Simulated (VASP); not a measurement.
Write the native input for VASP 6.6.1 that does the following.

| Quantity | Value |
| --- | --- |
| Task | relaxation of cell and atoms |
| Functional | BLYP |
| Potentials or basis | VASP PAW PBE potentials, release 64 (Cu_sv_GW) |
| Cutoff | 820 eV |
| k mesh | 15 × 15 × 15 |
| Occupations | fermi-dirac, width 0.1 eV |
| Spin | no spin polarisation |
| Dipole correction | no |
| Further INCAR settings | ALGO = Normal; EDIFF = 1e-07; IBRION = 2; EDIFFG = -0.01; NSW = 80; ISIF = 3 |

The structure of Cu lies in POSCAR:

```
Cu
1.0
   -1.4345978267      1.4345978267      1.4345978267
    1.4345978267     -1.4345978267      1.4345978267
    1.4345978267      1.4345978267     -1.4345978267
Cu
1
Direct
    0.0000000000      0.0000000000      0.0000000000
```

This isn't the form of Cu at room conditions, which is fcc.

The input as run:

INCAR

```
SYSTEM = Cu
AGGAC    = 1.0          
AGGAX    = 1.0          
ALDAC    = 0.0          
ALDAX    = 1.0          
ALGO     = Normal         ! electronic algorithm
EDIFF    = 1E-7           ! SCF threshold, eV
EDIFFG   = -0.01          ! ionic threshold
ENCUT    = 820            ! plane-wave cutoff, eV
GGA      = B5             ! functional
GGA_COMPAT= .False.      
IBRION   = 2              ! ionic algorithm
ISIF     = 3              ! what is computed and relaxed
ISMEAR   = -1             ! smearing method
LASPH    = .True.         ! aspherical terms in the spheres
LCHARG   = .False.        ! write CHGCAR
LREAL    = .False.        ! projectors in reciprocal space
LWAVE    = .False.        ! write WAVECAR
NELM     = 120            ! most SCF steps
NELMIN   = 4            
NSW      = 80             ! ionic steps
PREC     = Accurate       ! precision mode
SIGMA    = 0.1            ! smearing width, eV
```

KPOINTS

```
k-points
0
Gamma
  15 15 15
  0 0 0
```

Potentials or basis: VASP PAW PBE potentials, release 64 (Cu_sv_GW).

Command:

```sh
$ cat potpaw_PBE.64/Cu_sv_GW/POTCAR > POTCAR
$ mpirun -np 1 vasp_std > vasp.out
```

Results of the run:

| Quantity | Value |
| --- | --- |
| Relaxed volume | 12.56 Å³/atom |
| Relaxed cell | a = 2.536 Å, b = 2.536 Å, c = 2.536 Å, α = 109.47°, β = 109.47°, γ = 109.47° |
| Space group after relaxing (to 0.1 Å) | Im-3m (No. 229) |
| Energy gained by relaxing | 20.8 meV/atom |
| Ionic steps | 3 |
| Pressure after relaxing | -0.1 GPa |
| Band gap on the k mesh | zero (an odd number of electrons rules out a gap without spin polarisation) |

Caveat: the PAW data sets were made with another functional, which shifts forces and pressure a little.

Wall time 74 s on 1 thread of Intel(R) Xeon(R) Platinum 8259CL CPU @ 2.50GHz (Skylake/Cascade Lake), with other jobs on the host, peak memory 0.19 GiB.
